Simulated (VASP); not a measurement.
# Ga (Cmce) in VASP: single point with PBE

Aim: the single point of Ga with PBE.

Everything below comes from runs of VASP 6.6.1. Logs are shortened: lines on timing, memory, paths and dates and some standing lists are left out, and cuts for length are marked.

### 1 The cell of the first run

It takes space group Cmce (No. 64, orthorhombic). Conventional cell: a = 4.511 Å, b = 7.645 Å, c = 4.517 Å, α = 90.00°, β = 90.00°, γ = 90.00°. Ga (site symmetry m) has 7 Ga at 2.44 to 2.79 Å within 3.2 Å.

### 2 Single point, PBE

INCAR reads:

```
PREC = Accurate
ENCUT = 520
EDIFF = 1E-6
ISMEAR = 0
SIGMA = 0.1
LREAL = F
LASPH = T
NELM = 100
ALGO = Normal
ISIF = 2
LWAVE = F
LCHARG = T
GGA = PE
LELF = T
LVHAR = T
NBANDS = 34
```

KPOINTS reads:

```
Automatic mesh
0
Gamma
  6 6 4
```

POSCAR reads:

```
Ga
1.0
    2.2553500000     -3.8224000000      0.0000000000
    2.2553500000      3.8224000000      0.0000000000
    0.0000000000      0.0000000000      4.5167000000
Ga
4
Direct
    0.1525000000      0.8475000000      0.0785000000
    0.6525000000      0.3475000000      0.4215000000
    0.8475000000      0.1525000000      0.9215000000
    0.3475000000      0.6525000000      0.5785000000
```

Potentials or basis: VASP PAW PBE potentials, release 64 (Ga_d).

Command:

```bash
> cat potpaw_PBE.64/Ga_d/POTCAR > POTCAR
> mpirun -np 1 vasp_std > vasp.out
```

OUTCAR:

```text
PREC = Accurate
   ENCUT = 520
   EDIFF = 1E-6
   ISMEAR = 0
   LREAL = F
   LASPH = T
   NELM = 100
   ISIF = 2
   GGA = PE

 ion  position               nearest neighbor table
   1  0.153  0.847  0.078-   3 2.44   4 2.71   4 2.71   2 2.74   2 2.74   3 2.79   3 2.79
   2  0.653  0.347  0.422-   4 2.44   3 2.71   3 2.71   1 2.74   1 2.74   4 2.79   4 2.79
   3  0.847  0.153  0.922-   1 2.44   2 2.71   2 2.71   4 2.74   4 2.74   1 2.79   1 2.79
   4  0.347  0.653  0.578-   2 2.44   1 2.71   1 2.71   3 2.74   3 2.74   2 2.79   2 2.79

  LATTYP: Found a base centered orthorhombic cell.
 ALAT       =     4.5107000000
 B/A-ratio  =     1.6948145521
 C/A-ratio  =     1.0013301705

  Lattice vectors:

 A1 = (   2.2553500000,  -3.8224000000,   0.0000000000)
 A2 = (   2.2553500000,   3.8224000000,   0.0000000000)
 A3 = (   0.0000000000,   0.0000000000,   4.5167000000)

Analysis of symmetry for initial positions (statically):
=====================================================================
 Subroutine PRICEL returns:
 Original cell was already a primitive cell.

 Routine SETGRP: Setting up the symmetry group for a
 base centered orthorhombic supercell.

 Subroutine GETGRP returns: Found  8 space group operations
 (whereof  4 operations were pure point group operations)
 out of a pool of  8 trial point group operations.

The static configuration has the point symmetry C_2h.
 The point group associated with its full space group is D_2h.

Analysis of symmetry for dynamics (positions and initial velocities):
=====================================================================
 Subroutine PRICEL returns:
 Original cell was already a primitive cell.

 Routine SETGRP: Setting up the symmetry group for a
 base centered orthorhombic supercell.

 Subroutine GETGRP returns: Found  8 space group operations
 (whereof  4 operations were pure point group operations)
 out of a pool of  8 trial point group operations.

The dynamic configuration has the point symmetry C_2h.
 The point group associated with its full space group is D_2h.

 Subroutine INISYM returns: Found  8 space group operations
 (whereof  4 operations are pure point group operations),
 and found     1 'primitive' translations

----------------------------------------------------------------------------------------

                                     Primitive cell

  volume of cell :      77.8756

  direct lattice vectors                    reciprocal lattice vectors
     2.255350000 -3.822400000  0.000000000     0.221695081 -0.130807869  0.000000000
     2.255350000  3.822400000  0.000000000     0.221695081  0.130807869  0.000000000
     0.000000000  0.000000000  4.516700000     0.000000000  0.000000000  0.221400580

  length of vectors
     4.438169148  4.438169148  4.516700000     0.257409028  0.257409028  0.221400580

  position of ions in fractional coordinates (direct lattice)
     0.152500000  0.847500000  0.078500000
     0.652500000  0.347500000  0.421500000
     0.847500000  0.152500000  0.921500000
     0.347500000  0.652500000  0.578500000

  ion indices of the primitive-cell ions
   primitive index   ion index
                 1           1
                 2           2
                 3           3
                 4           4

----------------------------------------------------------------------------------------

 KPOINTS: Automatic mesh

Automatic generation of k-mesh.
 Grid dimensions read from file:
 generate k-points for:    6    6    4

 Generating k-lattice:

  Cartesian coordinates                     Fractional coordinates (reciprocal lattice)
     0.036949180 -0.021801312  0.000000000     0.166666667  0.000000000  0.000000000
     0.036949180  0.021801312  0.000000000     0.000000000  0.166666667  0.000000000
     0.000000000  0.000000000  0.055350145     0.000000000  0.000000000  0.250000000

  Length of vectors
     0.042901505  0.042901505  0.055350145

  Shift w.r.t. Gamma in fractional coordinates (k-lattice)
     0.000000000  0.000000000  0.000000000

 Subroutine IBZKPT returns following result:
 ===========================================

 Found     39 irreducible k-points:

 Following reciprocal coordinates:
            Coordinates               Weight
  0.000000  0.000000  0.000000      1.000000
  0.166667  0.000000  0.000000      4.000000
  0.333333  0.000000  0.000000      4.000000
  0.500000  0.000000  0.000000      2.000000
  0.166667  0.166667  0.000000      2.000000
  0.333333  0.166667  0.000000      4.000000
[... 16 lines left out ...]
  0.333333  0.333333  0.250000      4.000000
  0.500000  0.333333  0.250000      8.000000
 [... further k-points ...]
   k-points           NKPTS =     39   k-points in BZ     NKDIM =     39   number of bands    NBANDS=     34
   number of dos      NEDOS =    301   number of ions     NIONS =      4
   total plane-waves  NPLWV =  46656
   dimension x,y,z NGX =    36 NGY =   36 NGZ =   36
   dimension x,y,z NGXF=    72 NGYF=   72 NGZF=   72
   ions per type =               4
   NGX,Y,Z   is equivalent  to a cutoff of  13.48, 13.48, 13.25 a.u.
   NGXF,Y,Z  is equivalent  to a cutoff of  26.97, 26.97, 26.50 a.u.
 SYSTEM =  unknown system
   PREC   = accura    normal or accurate (medium, high low for compatibility)
   ISTART =      0    job   : 0-new  1-cont  2-samecut
   ICHARG =      2    charge: 1-file 2-atom 10-const
   ISPIN  =      1    spin polarized calculation?
   LNONCOLLINEAR =      F non collinear calculations
   LSORBIT =      F    spin-orbit coupling
   LASPH  =      T    aspherical Exc in radial PAW
   ENCUT  =  520.0 eV  38.22 Ry    6.18 a.u.   8.25  8.25  8.40*2*pi/ulx,y,z
   NELM   =    100;   NELMIN=  2; NELMDL= -5     # of ELM steps
   EDIFF  = 0.1E-05   stopping-criterion for ELM
   LREAL  =      F    real-space projection
   EDIFFG = 0.1E-04   stopping-criterion for IOM
   NSW    =      0    number of steps for IOM
   IBRION =     -1    ionic relax: 0-MD 1-quasi-New 2-CG
   NFREE  =      0    steps in history (QN), initial steepest desc. (CG)
   ISIF   =      2    stress and relaxation
   ISYM   =      2    0-nonsym 1-usesym 2-fastsym
   POTIM  = 0.5000    time-step for ionic-motion
   TEBEG  =    0.0;   TEEND  =   0.0 temperature during run
   PSTRESS=    0.0 pullay stress
   NELECT =      52.0000    total number of electrons
   NUPDOWN=      -1.0000    fix difference up-down
   EMIN   =  10.00;   EMAX   =-10.00  energy-range for DOS
   EFERMI =   0.00;   METHOD = LEGACY
   ISMEAR =     0;   SIGMA  =   0.10  broadening in eV -4-tet -1-fermi 0-gaus
   EFERMI_NEDOS =   21; number of points for ismear=-14 and -15
   IALGO  =     38    algorithm
   IMIX   =      4    mixing-type and parameters
     AMIX     =   0.40;   BMIX     =  1.00
     AMIX_MAG =   1.60;   BMIX_MAG =  1.00
  volume/ion in A,a.u.               =      19.47       131.38
  Fermi-wavevector in a.u.,A,eV,Ry     =   1.430899  2.704006 27.857529  2.047471
  Thomas-Fermi vector in A             =   2.550694
   LORBIT       =      0    0 simple, 1 ext, 2 COOP (PROOUT), +10 PAW based schemes
   GGA     = PE    functional components
   LHFCALC =     F    Hartree Fock is set to
   AEXX    =    0.0000 exact exchange contribution
   IVDW    =     0    specifies the selected vdW correction
   LEPSILON=     F    determine dielectric tensor
   LRPA    =     F    only Hartree local field effects (RPA)
 non-spin polarized calculation
 Gauss-broadening in eV      SIGMA  =   0.10
  energy-cutoff  :      520.00
  volume of cell :       77.88
 maximum number of plane-waves:      2115
 NGX is ok and might be reduce to    36
   NGX = 17   NGY = 17   NGZ = 17

 number of electron      52.0000009 magnetization

 Free energy of the ion-electron system (eV)
  ---------------------------------------------------
  ext. energy  EPLUGINS =         0.00000000
  ---------------------------------------------------
  free energy    TOTEN  =       -11.63361648 eV

  energy without entropy =      -11.62897302  energy(sigma->0) =      -11.63129475

 E-fermi :   5.0992     XC(G=0): -10.6826

 val. band max:        5.0828620153   @ k =   0.0000   0.0000   0.5000
 cond. band min:       5.2238242506   @ k =   0.0000   0.0000   0.5000
 fundamental gap:      0.1409622353
 Fermi energy:         5.0991621995

 k-point     1 :       0.0000    0.0000    0.0000
  band No.  band energies     occupation
      1     -10.0686      2.00000
      2     -10.0603      2.00000
      3     -10.0586      2.00000
      4     -10.0331      2.00000
      5      -9.9798      2.00000
      6      -9.9494      2.00000
[... 26 lines left out ...]
     33      11.8238      0.00000
     34      12.3818      0.00000

 k-point     2 :       0.1667    0.0000    0.0000
  band No.  band energies     occupation
      1     -10.0701      2.00000
      2     -10.0576      2.00000
      3     -10.0550      2.00000
      4     -10.0438      2.00000
      5      -9.9635      2.00000
      6      -9.9436      2.00000
[... 26 lines left out ...]
     33      11.4720      0.00000
     34      12.4251      0.00000

 k-point     3 :       0.3333    0.0000    0.0000
  band No.  band energies     occupation
      1     -10.0756      2.00000
      2     -10.0657      2.00000
      3     -10.0481      2.00000
      4     -10.0229      2.00000
      5      -9.9738      2.00000
      6      -9.9590      2.00000
[... 26 lines left out ...]
     33      10.9387      0.00000
     34      12.2546      0.00000
[... 704 lines left out ...]
 k-point    23 :       0.3333    0.3333    0.2500
  band No.  band energies     occupation
      1     -10.1382      2.00000
      2     -10.0643      2.00000
      3     -10.0489      2.00000
      4      -9.9961      2.00000
      5      -9.9841      2.00000
      6      -9.9607      2.00000
[... 26 lines left out ...]
     33      12.6259      0.00000
     34      12.9162      0.00000

 k-point    24 :       0.5000    0.3333    0.2500
  band No.  band energies     occupation
      1     -10.1382      2.00000
      2     -10.0599      2.00000
      3     -10.0397      2.00000
      4     -10.0156      2.00000
      5     -10.0042      2.00000
      6      -9.9910      2.00000
[... 26 lines left out ...]
     33      12.8634      0.00000
     34      13.6751      0.00000

 [... further k-points ...]

------------------------ aborting loop because EDIFF is reached ----------------------------------------

  FORCE on cell =-STRESS in cart. coord.  units (eV):
  Direction    XX          YY          ZZ          XY          YZ          ZX
  --------------------------------------------------------------------------------------
  -------------------------------------------------------------------------------------
  Total        0.6657394      2.0287230      0.9587991      0.0000000      0.0000000      0.0000000
  in kB       13.6966238     41.7380372     19.7259024      0.0000000      0.0000000      0.0000000
  external PRESSURE =      25.0535211 kB  Pullay stress =       0.0000000 kB

 VOLUME and BASIS-vectors are now :
 -----------------------------------------------------------------------------
  energy-cutoff  :      520.00
  volume of cell :       77.88
      direct lattice vectors                 reciprocal lattice vectors
     2.255350000 -3.822400000  0.000000000     0.221695081 -0.130807869  0.000000000
     2.255350000  3.822400000  0.000000000     0.221695081  0.130807869  0.000000000
     0.000000000  0.000000000  4.516700000     0.000000000  0.000000000  0.221400580

 POSITION                                       TOTAL-FORCE (eV/Angst)
 -----------------------------------------------------------------------------------
      2.25535      2.65657      0.35456         0.000000     -0.441280      0.117300
      2.25535     -1.16583      1.90379         0.000000     -0.441280     -0.117300
      2.25535     -2.65657      4.16214         0.000000      0.441280     -0.117300
      2.25535      1.16583      2.61291         0.000000      0.441280      0.117300
 -----------------------------------------------------------------------------------
    total drift:                                0.000000      0.000000     -0.000000

  FREE ENERGIE OF THE ION-ELECTRON SYSTEM (eV)
  ---------------------------------------------------
  free  energy   TOTEN  =       -11.6336164764 eV

  energy  without entropy=      -11.6289730177  energy(sigma->0) =      -11.63129475
```

Run time: 85 s. Hardware: 1 thread of AMD EPYC 7R13 (Zen 3), shared host; peak memory 0.2 GiB.

What came out:

| Quantity | Value |
| --- | --- |
| Free energy | -11.6336 eV |
| Pressure | 2.5 GPa |
| Largest force | 0.457 eV/Å |
| Band gap on the k mesh | zero (bands 26 and 27 overlap by 1.12 eV) |

Forces on the atoms (eV/Å):
```
Ga   0.000 -0.441  0.117
Ga   0.000 -0.441 -0.117
Ga   0.000  0.441 -0.117
Ga   0.000  0.441  0.117
```

Levels at points of the mesh, in eV from the Fermi level:
| k point | band 22 | band 23 | band 24 | band 25 | band 26 | band 27 | band 28 | band 29 | band 30 | band 31 |
| --- | --- | --- | --- | --- | --- | --- | --- | --- | --- | --- |
| (0.00, 0.00, 0.00) | -4.34 | -3.68 | -1.67 | -1.57 | -0.89 | 0.92 | 0.95 | 0.96 | 5.13 | 5.46 |
| (0.50, 0.00, 0.00) | -8.58 | -3.53 | -3.53 | -1.27 | -1.27 | 0.75 | 0.75 | 4.01 | 4.01 | 5.36 |
| (0.50, 0.50, 0.00) | -7.43 | -4.27 | -3.24 | -1.64 | -1.42 | 1.05 | 1.10 | 3.33 | 3.75 | 4.38 |
| (0.00, 0.00, 0.50) | -9.21 | -0.17 | -0.17 | -0.02 | -0.02 | 0.12 | 0.12 | 2.15 | 2.15 | 3.74 |
| (0.50, 0.00, 0.50) | -7.21 | -6.17 | -6.17 | -1.59 | -1.59 | 0.46 | 0.46 | 7.10 | 7.10 | 7.78 |
| (0.50, 0.50, 0.50) | -7.47 | -5.55 | -5.55 | -1.23 | -1.23 | -0.88 | -0.88 | 6.62 | 6.62 | 7.96 |
